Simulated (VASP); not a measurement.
Runs of VASP 6.6.1 on BN. The cells are those of the table. 

```csv
cell,cutoff (eV),gap on the mesh (eV),pressure (GPa),largest force (eV/Å)
"a = 2.541, b = 2.541, c = 12.633 Å, angles 88.3, 86.5, 60.0°, 12 atoms",600,(b),0.5,3.29
"a = 2.541, b = 2.541, c = 12.612 Å, angles 89.4, 88.8, 60.0°, 12 atoms",600,5.04,0.2,1.28
"a = 2.541, b = 2.541, c = 12.651 Å, angles 92.3, 85.4, 120.0°, 12 atoms",520,(a),1.4,3.24
"a = 2.541, b = 2.541, c = 12.620 Å, angles 91.2, 87.7, 120.0°, 12 atoms",520,4.82,0.5,2.48
```

Alike in all rows: task single point; level PBEsol; potentials or basis VASP PAW PBE potentials, release 64 (B, N); no spin polarisation; k mesh 10 × 10 × 2; smearing gaussian 0.05 eV.

Fill in the values left out.

(a) 2.81; (b) 3.75.

Caveats: the PAW data sets were made with another functional, which shifts forces and pressure a little.

A k mesh can miss the band edges.
